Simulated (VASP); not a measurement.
# ZrC (I4mm) in VASP: notebook, part 2 of 2

VASP 6.6.1. Earlier steps stand in the parts before.

## Step 3: Single point, PBE

File INCAR:

```
PREC = Accurate
ENCUT = 520
EDIFF = 1E-6
ISMEAR = 0
SIGMA = 0.15
LREAL = False
LASPH = True
NELM = 100
ALGO = Normal
ISIF = 2
LWAVE = False
LCHARG = False
GGA = PE
NBANDS = 15
```

File KPOINTS:

```
regular mesh
0
Gamma
  18 18 18
```

File POSCAR:

```
ZrC
1.0
    0.0000000000      2.3502100000      2.3502100000
    2.3502100000      0.0000000000      2.3502100000
    2.3502100000      2.3502100000      0.0000000000
Zr C
1 1
Direct
    0.5000000000      0.5000000000      0.5000000000
   -0.0239340314     -0.0239340314      0.0239340314
```

Potentials or basis: VASP PAW PBE potentials, release 64 (Zr_sv, C).

Command:

```sh
> cat potpaw_PBE.64/Zr_sv/POTCAR potpaw_PBE.64/C/POTCAR > POTCAR
> mpirun -np 1 vasp_std > vasp.out
```

OUTCAR:

```text
PREC = Accurate
   ENCUT = 520
   EDIFF = 1E-6
   ISMEAR = 0
   LREAL = False
   LASPH = True
   NELM = 100
   ISIF = 2
   GGA = PE

 ion  position               nearest neighbor table
   1  0.500  0.500  0.500-   2 2.24   2 2.35   2 2.35   2 2.35   2 2.35   2 2.46
   2  0.976  0.976  0.024-   1 2.24   1 2.35   1 2.35   1 2.35   1 2.35   1 2.46

  LATTYP: Found a face centered cubic cell.
 ALAT       =     4.7004200000

  Lattice vectors:

 A1 = (   0.0000000000,   2.3502100000,   2.3502100000)
 A2 = (   2.3502100000,   0.0000000000,   2.3502100000)
 A3 = (   2.3502100000,   2.3502100000,   0.0000000000)

Analysis of symmetry for initial positions (statically):
=====================================================================
 Subroutine PRICEL returns:
 Original cell was already a primitive cell.

 Routine SETGRP: Setting up the symmetry group for a
 face centered cubic supercell.

 Subroutine GETGRP returns: Found  8 space group operations
 (whereof  8 operations were pure point group operations)
 out of a pool of 48 trial point group operations.

The static configuration has the point symmetry C_4v.

Analysis of symmetry for dynamics (positions and initial velocities):
=====================================================================
 Subroutine PRICEL returns:
 Original cell was already a primitive cell.

 Routine SETGRP: Setting up the symmetry group for a
 face centered cubic supercell.

 Subroutine GETGRP returns: Found  8 space group operations
 (whereof  8 operations were pure point group operations)
 out of a pool of 48 trial point group operations.

The dynamic configuration has the point symmetry C_4v.

 Subroutine INISYM returns: Found  8 space group operations
 (whereof  8 operations are pure point group operations),
 and found     1 'primitive' translations

----------------------------------------------------------------------------------------

                                     Primitive cell

  volume of cell :      25.9627

  direct lattice vectors                    reciprocal lattice vectors
     0.000000000  2.350210000  2.350210000    -0.212746946  0.212746946  0.212746946
     2.350210000  0.000000000  2.350210000     0.212746946 -0.212746946  0.212746946
     2.350210000  2.350210000  0.000000000     0.212746946  0.212746946 -0.212746946

  length of vectors
     3.323698856  3.323698856  3.323698856     0.368488520  0.368488520  0.368488520

  position of ions in fractional coordinates (direct lattice)
     0.500000000  0.500000000  0.500000000
     0.976065969  0.976065969  0.023934031

  ion indices of the primitive-cell ions
   primitive index   ion index
                 1           1
                 2           2

----------------------------------------------------------------------------------------

 KPOINTS: regular mesh

Automatic generation of k-mesh.
 Grid dimensions read from file:
 generate k-points for:   18   18   18

 Generating k-lattice:

  Cartesian coordinates                     Fractional coordinates (reciprocal lattice)
    -0.011819275  0.011819275  0.011819275     0.055555556  0.000000000  0.000000000
     0.011819275 -0.011819275  0.011819275     0.000000000  0.055555556  0.000000000
     0.011819275  0.011819275 -0.011819275     0.000000000  0.000000000  0.055555556

[... 40 lines left out ...]
   total plane-waves  NPLWV =  21952
   dimension x,y,z NGX =    28 NGY =   28 NGZ =   28
   dimension x,y,z NGXF=    56 NGYF=   56 NGZF=   56
   ions per type =               1   1
   NGX,Y,Z   is equivalent  to a cutoff of  14.01, 14.01, 14.01 a.u.
   NGXF,Y,Z  is equivalent  to a cutoff of  28.01, 28.01, 28.01 a.u.
 SYSTEM =  unknown system
   PREC   = accura    normal or accurate (medium, high low for compatibility)
   ISTART =      0    job   : 0-new  1-cont  2-samecut
   ICHARG =      2    charge: 1-file 2-atom 10-const
   ISPIN  =      1    spin polarized calculation?
   LNONCOLLINEAR =      F non collinear calculations
   LSORBIT =      F    spin-orbit coupling
   LASPH  =      T    aspherical Exc in radial PAW
   ENCUT  =  520.0 eV  38.22 Ry    6.18 a.u.   6.18  6.18  6.18*2*pi/ulx,y,z
   NELM   =    100;   NELMIN=  2; NELMDL= -5     # of ELM steps
   EDIFF  = 0.1E-05   stopping-criterion for ELM
   LREAL  =      F    real-space projection
   EDIFFG = 0.1E-04   stopping-criterion for IOM
   NSW    =      0    number of steps for IOM
   IBRION =     -1    ionic relax: 0-MD 1-quasi-New 2-CG
   NFREE  =      0    steps in history (QN), initial steepest desc. (CG)
   ISIF   =      2    stress and relaxation
   ISYM   =      2    0-nonsym 1-usesym 2-fastsym
   POTIM  = 0.5000    time-step for ionic-motion
   TEBEG  =    0.0;   TEEND  =   0.0 temperature during run
   PSTRESS=    0.0 pullay stress
   NELECT =      16.0000    total number of electrons
   NUPDOWN=      -1.0000    fix difference up-down
   EMIN   =  10.00;   EMAX   =-10.00  energy-range for DOS
   EFERMI =   0.00;   METHOD = LEGACY
   ISMEAR =     0;   SIGMA  =   0.15  broadening in eV -4-tet -1-fermi 0-gaus
   EFERMI_NEDOS =   21; number of points for ismear=-14 and -15
   IALGO  =     38    algorithm
   IMIX   =      4    mixing-type and parameters
     AMIX     =   0.40;   BMIX     =  1.00
     AMIX_MAG =   1.60;   BMIX_MAG =  1.00
  volume/ion in A,a.u.               =      12.98        87.60
  Fermi-wavevector in a.u.,A,eV,Ry     =   1.393151  2.632673 26.407131  1.940869
  Thomas-Fermi vector in A             =   2.516825
   LORBIT       =      0    0 simple, 1 ext, 2 COOP (PROOUT), +10 PAW based schemes
   GGA     = PE    functional components
   LHFCALC =     F    Hartree Fock is set to
   AEXX    =    0.0000 exact exchange contribution
   IVDW    =     0    specifies the selected vdW correction
   LEPSILON=     F    determine dielectric tensor
   LRPA    =     F    only Hartree local field effects (RPA)
 non-spin polarized calculation
 Gauss-broadening in eV      SIGMA  =   0.15
  energy-cutoff  :      520.00
  volume of cell :       25.96
 maximum number of plane-waves:       725
 NGX is ok and might be reduce to    28
   NGX = 13   NGY = 13   NGZ = 13

 number of electron      16.0000000 magnetization

 Free energy of the ion-electron system (eV)
  ---------------------------------------------------
  ext. energy  EPLUGINS =         0.00000000
  ---------------------------------------------------
  free energy    TOTEN  =       -19.41893598 eV

  energy without entropy =      -19.41621667  energy(sigma->0) =      -19.41757633

 E-fermi :   9.6731     XC(G=0): -12.1277

 val. band max:        9.6707255039   @ k =   0.0000  -0.0556   0.0556
 cond. band min:       9.6745897428   @ k =   0.5000   0.5000   0.0000
 fundamental gap:      0.0038642389
 Fermi energy:         9.6730693715

 k-point     1 :       0.0000    0.0000    0.0000
  band No.  band energies     occupation
      1     -38.4925      2.00000
      2     -16.2069      2.00000
      3     -16.2056      2.00000
      4     -16.2056      2.00000
      5      -1.6801      2.00000
      6       9.9809      0.00370
      7       9.9809      0.00370
      8      10.2276      0.00000
      9      10.7051      0.00000
     10      11.3102      0.00000
     11      11.3102      0.00000
     12      12.4258      0.00000
     13      12.8421      0.00000
     14      16.8838      0.00000
[... 401 lines left out ...]
      2     -16.9287      2.00000
      3     -16.2894      2.00000
      4     -16.2792      2.00000
      5       0.6506      2.00000
      6       5.2195      2.00000
      7       6.9462      2.00000
      8       7.1810      2.00000
      9      12.7172      0.00000
     10      13.6398      0.00000
     11      13.8890      0.00000
     12      17.7481      0.00000
     13      18.1770      0.00000
     14      19.1074      0.00000
     15      23.7224      0.00000

 [... further k-points ...]

------------------------ aborting loop because EDIFF is reached ----------------------------------------

  FORCE on cell =-STRESS in cart. coord.  units (eV):
  Direction    XX          YY          ZZ          XY          YZ          ZX
  --------------------------------------------------------------------------------------
  -------------------------------------------------------------------------------------
  Total        0.2121362      0.2121362      0.7591583      0.0000000      0.0000000      0.0000000
  in kB       13.0910759     13.0910759     46.8481996      0.0000000      0.0000000      0.0000000
  external PRESSURE =      24.3434504 kB  Pullay stress =       0.0000000 kB

 VOLUME and BASIS-vectors are now :
 -----------------------------------------------------------------------------
  energy-cutoff  :      520.00
  volume of cell :       25.96
      direct lattice vectors                 reciprocal lattice vectors
     0.000000000  2.350210000  2.350210000    -0.212746946  0.212746946  0.212746946
     2.350210000  0.000000000  2.350210000     0.212746946 -0.212746946  0.212746946
     2.350210000  2.350210000  0.000000000     0.212746946  0.212746946 -0.212746946

 POSITION                                       TOTAL-FORCE (eV/Angst)
 -----------------------------------------------------------------------------------
      2.35021      2.35021      2.35021         0.000000      0.000000     -0.773928
      2.35021      2.35021      4.58792         0.000000      0.000000      0.773928
 -----------------------------------------------------------------------------------
    total drift:                                0.000000      0.000000     -0.000185

  FREE ENERGIE OF THE ION-ELECTRON SYSTEM (eV)
  ---------------------------------------------------
  free  energy   TOTEN  =       -19.4189359818 eV

  energy  without entropy=      -19.4162166706  energy(sigma->0) =      -19.41757633
```

OSZICAR:

```text
N       E                     dE             d eps       ncg     rms          rms(c)
DAV:   1     0.982412482930E+02    0.98241E+02   -0.84028E+03 14416   0.106E+03
DAV:   2    -0.168089153139E+02   -0.11505E+03   -0.10791E+03 18236   0.286E+02
DAV:   3    -0.227990759322E+02   -0.59902E+01   -0.59520E+01 24614   0.545E+01
DAV:   4    -0.229145636935E+02   -0.11549E+00   -0.11544E+00 17217   0.560E+00
DAV:   5    -0.229159303265E+02   -0.13666E-02   -0.13666E-02 19182   0.511E-01    0.207E+01
DAV:   6    -0.195296629700E+02    0.33863E+01   -0.64679E+00 17146   0.228E+01    0.709E+00
DAV:   7    -0.194335151588E+02    0.96148E-01   -0.59418E-01 16346   0.588E+00    0.618E+00
DAV:   8    -0.194517699659E+02   -0.18255E-01   -0.30248E-01 18185   0.436E+00    0.492E+00
DAV:   9    -0.194195270386E+02    0.32243E-01   -0.57065E-02 16206   0.178E+00    0.734E-01
DAV:  10    -0.194189455441E+02    0.58149E-03   -0.42858E-03 19055   0.558E-01    0.536E-02
DAV:  11    -0.194189407614E+02    0.47827E-05   -0.11378E-04 16703   0.104E-01    0.378E-02
DAV:  12    -0.194189367201E+02    0.40414E-05   -0.26493E-06 18330   0.158E-02    0.110E-02
DAV:  13    -0.194189359818E+02    0.73829E-06   -0.73950E-07 13076   0.600E-03
   1 F= -.19418936E+02 E0= -.19417576E+02  d E =-.271931E-02
```

Run time: 2.1 min. Hardware: 1 thread of AMD EPYC 9R45 (Zen 5), shared host; peak memory 0.28 GiB.

Results:

| Item | Value |
| --- | --- |
| Free energy | -19.4189 eV |
| Pressure | 2.4 GPa |
| Largest force | 0.774 eV/Å |
| Band gap on the k mesh | zero (bands 8 and 9 overlap by 1.01 eV) |

Forces on the atoms (eV/Å):
```
Zr   0.000  0.000 -0.774
C    0.000  0.000  0.774
```

Caveat: the cell differs from its parent crystal (all C atoms moved +0.113 Å, as atom 2 towards its neighbour atom 1 (Zr) at 2.350 Å).

## Step 4: Single point, PBE

File INCAR:

```
PREC     = Accurate       # precision mode
ENCUT    = 520            # plane-wave cutoff, eV
EDIFF    = 1E-6           # SCF threshold, eV
ISMEAR   = 0              # smearing method
SIGMA    = 0.15           # smearing width, eV
LREAL    = False          # projectors in reciprocal space
LASPH    = True           # aspherical terms in the spheres
NELM     = 80             # most SCF steps
ALGO     = Normal         # electronic algorithm
ISIF     = 2              # what is computed and relaxed
LWAVE    = False          # write WAVECAR
LCHARG   = False          # write CHGCAR
GGA      = PE             # functional
NBANDS   = 15             # bands
```

File KPOINTS:

```
Automatic mesh
0
Gamma
  18 18 18
```

POSCAR, as its differences from that of step 3:

```diff
@@ -9,2 +9,2 @@
     0.5000000000      0.5000000000      0.5000000000
-   -0.0239340314     -0.0239340314      0.0239340314
+   -0.0079780105     -0.0079780105      0.0079780105
```

Command:

```sh
> cat potpaw_PBE.64/Zr_sv/POTCAR potpaw_PBE.64/C/POTCAR > POTCAR
> mpirun -np 1 vasp_std > vasp.out
```

It took 2.2 min on 1 thread of AMD EPYC 9R45 (Zen 5), shared host; peak memory 0.28 GiB.

Results (log left out):

| Property | Result |
| --- | --- |
| Free energy | -19.4577 eV |
| Pressure | 1.6 GPa |
| Largest force | 0.262 eV/Å |
| Band gap on the k mesh | zero (bands 8 and 9 overlap by 1.26 eV) |

Forces in eV/Å, atoms in the order of the input:
```
Zr   0.000  0.000 -0.262
C    0.000  0.000  0.262
```

Stress tensor (GPa, compression positive):
```
1.43 0.00 0.00
0.00 1.43 0.00
0.00 0.00 1.79
```

Levels at points of the mesh, in eV from the Fermi level:
```csv
k point,band 6,band 7,band 8,band 9,band 10,band 11
"(0.00, 0.00, 0.00)",0.77,0.77,0.88,1.08,1.23,1.23
"(0.50, 0.00, 0.00)",-5.31,-2.95,-2.94,4.48,4.49,5.31
"(0.50, 0.50, 0.00)",-2.07,-1.78,0.04,0.04,4.44,5.65
"(0.00, 0.50, 0.50)",-2.08,-1.80,0.04,0.08,4.44,5.65
```

Caveat: the cell differs from its parent crystal (all C atoms moved +0.037 Å, as atom 2 towards its neighbour atom 1 (Zr) at 2.350 Å).

## Step 5: The runs side by side

| cell | gap on the mesh (eV) | pressure (GPa) | largest force (eV/Å) |
| --- | --- | --- | --- |
| as given, atomic positions A | none | 1.9 | 0.52 |
| as given, atomic positions B | none | 2.4 | 0.77 |
| as given, atomic positions C | none | 1.6 | 0.26 |

Alike in all rows: task single point; level PBE; potentials or basis VASP PAW PBE potentials, release 64 (Zr_sv, C); no spin polarisation; k mesh 18 × 18 × 18; cutoff (eV) 520; smearing gaussian 0.15 eV.

Total energies depend on the potentials used, so only differences within one code and one set of settings carry meaning.
